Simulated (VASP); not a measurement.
# CdSe in VASP: a series of runs

CdSe is run at these levels: PBE; tasks: single point.

All numbers are computed with VASP 6.6.1; they aren't measurements. Logs are shortened: lines on timing, memory, paths and dates and some standing lists are left out, and cuts for length are marked.

## Step 1: The cell of the first run

Symmetry: Pnma, No. 62, orthorhombic system. Conventional cell: a = 8.165 Å, b = 4.507 Å, c = 7.479 Å, α = 90.00°, β = 90.00°, γ = 90.00°. Within 3.5 Å of Cd (site symmetry m) lie 4 Se at 2.63 to 2.75 Å. Se (site symmetry m) has 4 Cd at 2.63 to 2.75 Å within 3.5 Å.

## Step 2: Single point, PBE

INCAR

```
SYSTEM = CdSe
PREC = Accurate ; ENCUT = 520
EDIFF = 1E-6 ; ISMEAR = 0
SIGMA = 0.02 ; LREAL = .FALSE.
LASPH = .TRUE. ; NELM = 100
ALGO = Normal ; ISIF = 2
LWAVE = .FALSE. ; LCHARG = .FALSE.
GGA = PE ; NBANDS = 46
```

KPOINTS

```
regular mesh
0
G
  4 6 4
  0 0 0
```

POSCAR

```
CdSe
1.0
    8.1647019000      0.0000000000      0.0000000000
    0.0000000000      4.5070220000      0.0000000000
    0.0000000000      0.0000000000      7.4791059000
Cd Se
4 4
Direct
    0.8407570000      0.7500000000      0.3990120000
    0.6592430000      0.2500000000      0.8990120000
    0.3407570000      0.7500000000      0.1009880000
    0.1592430000      0.2500000000      0.6009880000
    0.8223160000      0.2500000000      0.5959510000
    0.6776840000      0.7500000000      0.0959510000
    0.3223160000      0.2500000000      0.9040490000
    0.1776840000      0.7500000000      0.4040490000
```

Potentials or basis: VASP PAW PBE potentials, release 64 (Cd, Se).

Run with:

```sh
$ cat potpaw_PBE.64/Cd/POTCAR potpaw_PBE.64/Se/POTCAR > POTCAR
$ mpirun -np 1 vasp_std > vasp.out
```

OUTCAR:

```text
SYSTEM = CdSe
   PREC = Accurate
   ENCUT = 520
   EDIFF = 1E-6
   ISMEAR = 0
   LREAL = .FALSE.
   LASPH = .TRUE.
   NELM = 100
   ISIF = 2
   GGA = PE

 ion  position               nearest neighbor table
   1  0.841  0.750  0.399-   6 2.63   5 2.70   5 2.70   8 2.75   4 3.76   4 3.76
   2  0.659  0.250  0.899-   5 2.63   6 2.70   6 2.70   7 2.75   3 3.76   3 3.76
   3  0.341  0.750  0.101-   8 2.63   7 2.70   7 2.70   6 2.75   2 3.76   2 3.76
   4  0.159  0.250  0.601-   7 2.63   8 2.70   8 2.70   5 2.75   1 3.76   1 3.76
   5  0.822  0.250  0.596-   2 2.63   1 2.70   1 2.70   4 2.75
   6  0.678  0.750  0.096-   1 2.63   2 2.70   2 2.70   3 2.75
   7  0.322  0.250  0.904-   4 2.63   3 2.70   3 2.70   2 2.75
   8  0.178  0.750  0.404-   3 2.63   4 2.70   4 2.70   1 2.75

  LATTYP: Found a simple orthorhombic cell.
 ALAT       =     4.5070220000
 B/A-ratio  =     1.6594340786
 C/A-ratio  =     1.8115513747

  Lattice vectors:

 A1 = (   0.0000000000,   4.5070220000,   0.0000000000)
 A2 = (   0.0000000000,   0.0000000000,   7.4791059000)
 A3 = (   8.1647019000,   0.0000000000,   0.0000000000)

Analysis of symmetry for initial positions (statically):
=====================================================================
 Subroutine PRICEL returns:
 Original cell was already a primitive cell.

 Routine SETGRP: Setting up the symmetry group for a
 simple orthorhombic supercell.

 Subroutine GETGRP returns: Found  8 space group operations
 (whereof  2 operations were pure point group operations)
 out of a pool of  8 trial point group operations.

The static configuration has the point symmetry S_2 .
 The point group associated with its full space group is D_2h.

Analysis of symmetry for dynamics (positions and initial velocities):
=====================================================================
 Subroutine PRICEL returns:
 Original cell was already a primitive cell.

 Routine SETGRP: Setting up the symmetry group for a
 simple orthorhombic supercell.

 Subroutine GETGRP returns: Found  8 space group operations
 (whereof  2 operations were pure point group operations)
 out of a pool of  8 trial point group operations.

The dynamic configuration has the point symmetry S_2 .
 The point group associated with its full space group is D_2h.

 Subroutine INISYM returns: Found  8 space group operations
 (whereof  2 operations are pure point group operations),
 and found     1 'primitive' translations

----------------------------------------------------------------------------------------

                                     Primitive cell

  volume of cell :     275.2198

  direct lattice vectors                    reciprocal lattice vectors
     8.164701900  0.000000000  0.000000000     0.122478446  0.000000000  0.000000000
     0.000000000  4.507022000  0.000000000     0.000000000  0.221875997  0.000000000
     0.000000000  0.000000000  7.479105900     0.000000000  0.000000000  0.133705822

  length of vectors
     8.164701900  4.507022000  7.479105900     0.122478446  0.221875997  0.133705822

  position of ions in fractional coordinates (direct lattice)
     0.840757000  0.750000000  0.399012000
     0.659243000  0.250000000  0.899012000
     0.340757000  0.750000000  0.100988000
     0.159243000  0.250000000  0.600988000
     0.822316000  0.250000000  0.595951000
     0.677684000  0.750000000  0.095951000
     0.322316000  0.250000000  0.904049000
     0.177684000  0.750000000  0.404049000

  ion indices of the primitive-cell ions
   primitive index   ion index
                 1           1
                 2           2
                 3           3
                 4           4
                 5           5
                 6           6
                 7           7
                 8           8

----------------------------------------------------------------------------------------

 KPOINTS: regular mesh

Automatic generation of k-mesh.
 Grid dimensions read from file:
 generate k-points for:    4    6    4

 Generating k-lattice:

  Cartesian coordinates                     Fractional coordinates (reciprocal lattice)
     0.030619611  0.000000000  0.000000000     0.250000000  0.000000000  0.000000000
     0.000000000  0.036979333  0.000000000     0.000000000  0.166666667  0.000000000
     0.000000000  0.000000000  0.033426455     0.000000000  0.000000000  0.250000000

  Length of vectors
     0.030619611  0.036979333  0.033426455

  Shift w.r.t. Gamma in fractional coordinates (k-lattice)
     0.000000000  0.000000000  0.000000000

 Subroutine IBZKPT returns following result:
 ===========================================

 Found     36 irreducible k-points:

 Following reciprocal coordinates:
            Coordinates               Weight
  0.000000  0.000000  0.000000      1.000000
  0.250000  0.000000  0.000000      2.000000
  0.500000  0.000000  0.000000      1.000000
  0.000000  0.166667  0.000000      2.000000
  0.250000  0.166667  0.000000      4.000000
  0.500000  0.166667  0.000000      2.000000
[... 16 lines left out ...]
  0.250000  0.500000  0.250000      4.000000
  0.500000  0.500000  0.250000      2.000000
 [... further k-points ...]
   k-points           NKPTS =     36   k-points in BZ     NKDIM =     36   number of bands    NBANDS=     46
   number of dos      NEDOS =    301   number of ions     NIONS =      8
   total plane-waves  NPLWV = 129024
   dimension x,y,z NGX =    64 NGY =   36 NGZ =   56
   dimension x,y,z NGXF=   128 NGYF=   72 NGZF=  112
   ions per type =               4   4
   NGX,Y,Z   is equivalent  to a cutoff of  13.03, 13.28, 12.45 a.u.
   NGXF,Y,Z  is equivalent  to a cutoff of  26.06, 26.56, 24.90 a.u.
 SYSTEM =  CdSe
   PREC   = accura    normal or accurate (medium, high low for compatibility)
   ISTART =      0    job   : 0-new  1-cont  2-samecut
   ICHARG =      2    charge: 1-file 2-atom 10-const
   ISPIN  =      1    spin polarized calculation?
   LNONCOLLINEAR =      F non collinear calculations
   LSORBIT =      F    spin-orbit coupling
   LASPH  =      T    aspherical Exc in radial PAW
   ENCUT  =  520.0 eV  38.22 Ry    6.18 a.u.  15.18  8.38 13.91*2*pi/ulx,y,z
   NELM   =    100;   NELMIN=  2; NELMDL= -5     # of ELM steps
   EDIFF  = 0.1E-05   stopping-criterion for ELM
   LREAL  =      F    real-space projection
   EDIFFG = 0.1E-04   stopping-criterion for IOM
   NSW    =      0    number of steps for IOM
   IBRION =     -1    ionic relax: 0-MD 1-quasi-New 2-CG
   NFREE  =      0    steps in history (QN), initial steepest desc. (CG)
   ISIF   =      2    stress and relaxation
   ISYM   =      2    0-nonsym 1-usesym 2-fastsym
   POTIM  = 0.5000    time-step for ionic-motion
   TEBEG  =    0.0;   TEEND  =   0.0 temperature during run
   PSTRESS=    0.0 pullay stress
   NELECT =      72.0000    total number of electrons
   NUPDOWN=      -1.0000    fix difference up-down
   EMIN   =  10.00;   EMAX   =-10.00  energy-range for DOS
   EFERMI =   0.00;   METHOD = LEGACY
   ISMEAR =     0;   SIGMA  =   0.02  broadening in eV -4-tet -1-fermi 0-gaus
   EFERMI_NEDOS =   21; number of points for ismear=-14 and -15
   IALGO  =     38    algorithm
   IMIX   =      4    mixing-type and parameters
     AMIX     =   0.40;   BMIX     =  1.00
     AMIX_MAG =   1.60;   BMIX_MAG =  1.00
  volume/ion in A,a.u.               =      34.40       232.16
  Fermi-wavevector in a.u.,A,eV,Ry     =   1.047030  1.978600 14.915682  1.096272
  Thomas-Fermi vector in A             =   2.181893
   LORBIT       =      0    0 simple, 1 ext, 2 COOP (PROOUT), +10 PAW based schemes
   GGA     = PE    functional components
   LHFCALC =     F    Hartree Fock is set to
   AEXX    =    0.0000 exact exchange contribution
   IVDW    =     0    specifies the selected vdW correction
   LEPSILON=     F    determine dielectric tensor
   LRPA    =     F    only Hartree local field effects (RPA)
 non-spin polarized calculation
 Gauss-broadening in eV      SIGMA  =   0.02
  energy-cutoff  :      520.00
  volume of cell :      275.22
 maximum number of plane-waves:      7461
 NGX is ok and might be reduce to    64
   NGX = 31   NGY = 17   NGZ = 27

 number of electron      72.0000016 magnetization

 Free energy of the ion-electron system (eV)
  ---------------------------------------------------
  ext. energy  EPLUGINS =         0.00000000
  ---------------------------------------------------
  free energy    TOTEN  =       -21.39222301 eV

  energy without entropy =      -21.39222301  energy(sigma->0) =      -21.39222301

 E-fermi :  -0.2441     XC(G=0):  -7.7789

 val. band max:       -0.3551148228   @ k =   0.0000   0.0000   0.0000
 cond. band min:       0.3881604542   @ k =   0.0000   0.0000   0.0000
 fundamental gap:      0.7432752769
 Fermi energy:        -0.2440510486

 k-point     1 :       0.0000    0.0000    0.0000
  band No.  band energies     occupation
      1     -12.5345      2.00000
      2     -12.2394      2.00000
      3     -12.1843      2.00000
      4     -12.0775      2.00000
      5      -8.1475      2.00000
      6      -8.0982      2.00000
[... 38 lines left out ...]
     45       5.6760      0.00000
     46       5.7383      0.00000

 k-point     2 :       0.2500    0.0000    0.0000
  band No.  band energies     occupation
      1     -12.5037      2.00000
      2     -12.3168      2.00000
      3     -12.1347      2.00000
      4     -12.0809      2.00000
      5      -8.1259      2.00000
      6      -8.0919      2.00000
[... 38 lines left out ...]
     45       5.6227      0.00000
     46       5.6241      0.00000

 k-point     3 :       0.5000    0.0000    0.0000
  band No.  band energies     occupation
      1     -12.4219      2.00000
      2     -12.4219      2.00000
      3     -12.0963      2.00000
      4     -12.0963      2.00000
      5      -8.0745      2.00000
      6      -8.0745      2.00000
[... 1018 lines left out ...]
     45       5.9512      0.00000
     46       5.9512      0.00000

 k-point    24 :       0.5000    0.5000    0.2500
  band No.  band energies     occupation
      1     -12.1652      2.00000
      2     -12.1652      2.00000
      3     -12.1652      2.00000
      4     -12.1652      2.00000
      5      -8.0069      2.00000
      6      -8.0069      2.00000
[... 38 lines left out ...]
     45       6.3470      0.00000
     46       6.3470      0.00000

 [... further k-points ...]
[... 5 lines left out ...]
  --------------------------------------------------------------------------------------
  -------------------------------------------------------------------------------------
  Total        0.3523026      0.4019312      0.4052737      0.0000000     -0.0000000      0.0000000
  in kB        2.0509105      2.3398210      2.3592792      0.0000000     -0.0000000      0.0000000
  external PRESSURE =       2.2500036 kB  Pullay stress =       0.0000000 kB

 VOLUME and BASIS-vectors are now :
 -----------------------------------------------------------------------------
  energy-cutoff  :      520.00
  volume of cell :      275.22
      direct lattice vectors                 reciprocal lattice vectors
     8.164701900  0.000000000  0.000000000     0.122478446  0.000000000  0.000000000
     0.000000000  4.507022000  0.000000000     0.000000000  0.221875997  0.000000000
     0.000000000  0.000000000  7.479105900     0.000000000  0.000000000  0.133705822

 POSITION                                       TOTAL-FORCE (eV/Angst)
 -----------------------------------------------------------------------------------
      6.86453      3.38027      2.98425        -0.005360     -0.000000     -0.002978
      5.38252      1.12676      6.72381         0.005360      0.000000     -0.002978
      2.78218      3.38027      0.75530        -0.005360     -0.000000      0.002978
      1.30017      1.12676      4.49485         0.005360     -0.000000      0.002978
      6.71397      1.12676      4.45718        -0.010612     -0.000000      0.002597
      5.53309      3.38027      0.71763         0.010612     -0.000000      0.002597
      2.63161      1.12676      6.76148        -0.010612      0.000000     -0.002597
      1.45074      3.38027      3.02193         0.010612      0.000000     -0.002597
 -----------------------------------------------------------------------------------
    total drift:                                0.000000      0.000000     -0.000000

  FREE ENERGIE OF THE ION-ELECTRON SYSTEM (eV)
  ---------------------------------------------------
  free  energy   TOTEN  =       -21.3922230131 eV

  energy  without entropy=      -21.3922230131  energy(sigma->0) =      -21.39222301
```

Wall time 12 min (1 thread of Intel Xeon 8259CL, shared host); peak memory 0.56 GiB.

Results:

| Property | Result |
| --- | --- |
| Free energy | -21.3922 eV |
| Pressure | 0.2 GPa |
| Largest force | 0.011 eV/Å |
| Band gap on the k mesh | 0.74 eV, direct |

Forces in eV/Å, atoms in the order of the input:
```
Cd  -0.005  0.000 -0.003
Cd   0.005  0.000 -0.003
Cd  -0.005  0.000  0.003
Cd   0.005  0.000  0.003
Se  -0.011  0.000  0.003
Se   0.011  0.000  0.003
Se  -0.011  0.000 -0.003
Se   0.011  0.000 -0.003
```

## Step 3: Single point, PBE

This run uses another cell than the first one, of 34.05 Å³/atom, 0.990 times its volume.

INCAR

```
PREC = Accurate ; ENCUT = 520
EDIFF = 1E-6 ; ISMEAR = 0
SIGMA = 0.1 ; LREAL = False
LASPH = True ; NELM = 80
ALGO = Normal ; ISIF = 2
LWAVE = False ; LCHARG = False
GGA = PE ; NBANDS = 46
```

KPOINTS

```
regular mesh
0
Gamma
  4 2 2
```

POSCAR

```
CdSe
1.0
    0.0056645233      4.5473854648     -0.0031854462
   -0.0021636127     -0.0051729358      7.4907715659
    7.9979660466      0.0116633496     -0.0029149439
Cd Se
4 4
Direct
    0.7489019414      0.3917294420      0.8451025350
    0.2492010621      0.8916652148      0.6552186202
    0.7526296094      0.1083349995      0.3449832521
    0.2492267043      0.6083654046      0.1547308148
    0.2495987866      0.5844055821      0.8132854752
    0.7495033434      0.0845851806      0.6864155676
    0.2519193170      0.9153862100      0.3135929162
    0.7490192358      0.4155279664      0.1866708188
```

Potentials or basis: VASP PAW PBE potentials, release 64 (Cd, Se).

Run with:

```sh
$ cat potpaw_PBE.64/Cd/POTCAR potpaw_PBE.64/Se/POTCAR > POTCAR
$ mpirun -np 1 vasp_std > vasp.out
```

It took 2.8 min on 1 thread of Intel Xeon 8259CL, shared host; peak memory 0.39 GiB.

It converged, with:

| Quantity | Value |
| --- | --- |
| Free energy | -21.3541 eV |
| Pressure | 0.2 GPa |
| Largest force | 0.013 eV/Å |
| Band gap on the k mesh | 0.81 eV, direct |

Forces in eV/Å, atoms in the order of the input:
```
Cd  -0.002  0.006  0.002
Cd   0.000  0.003  0.007
Cd  -0.007 -0.005 -0.006
Cd   0.008 -0.002 -0.006
Se  -0.008  0.001  0.001
Se   0.013  0.003 -0.002
Se  -0.008 -0.004  0.003
Se   0.005 -0.001  0.000
```

Levels at points of the mesh, in eV from the valence-band top:
```csv
k point,band 32,band 33,band 34,band 35,band 36,band 37,band 38,band 39,band 40,band 41
"(0.00, 0.00, 0.00)",-0.72,-0.29,-0.18,-0.13,0.00,0.81,2.41,3.09,3.68,4.50
"(0.50, 0.00, 0.00)",-1.31,-1.28,-1.27,-0.56,-0.56,3.66,3.67,3.79,3.80,5.55
"(0.00, 0.50, 0.00)",-1.28,-0.59,-0.59,-0.43,-0.43,2.83,2.83,3.14,3.14,4.52
"(0.50, 0.50, 0.00)",-1.60,-0.72,-0.71,-0.34,-0.34,2.99,3.00,3.25,3.27,5.54
"(0.00, 0.00, 0.50)",-1.19,-0.38,-0.37,-0.20,-0.20,2.02,2.03,3.29,3.29,4.27
"(0.50, 0.00, 0.50)",-1.77,-0.83,-0.83,-0.82,-0.82,4.02,4.03,4.04,4.04,4.60
"(0.00, 0.50, 0.50)",-1.23,-0.47,-0.47,-0.37,-0.36,2.87,2.87,2.89,2.89,4.51
"(0.50, 0.50, 0.50)",-1.31,-0.91,-0.91,-0.91,-0.90,3.16,3.16,3.18,3.18,5.31
```

PBE gaps usually lie below the measured ones, often by a third to a half.
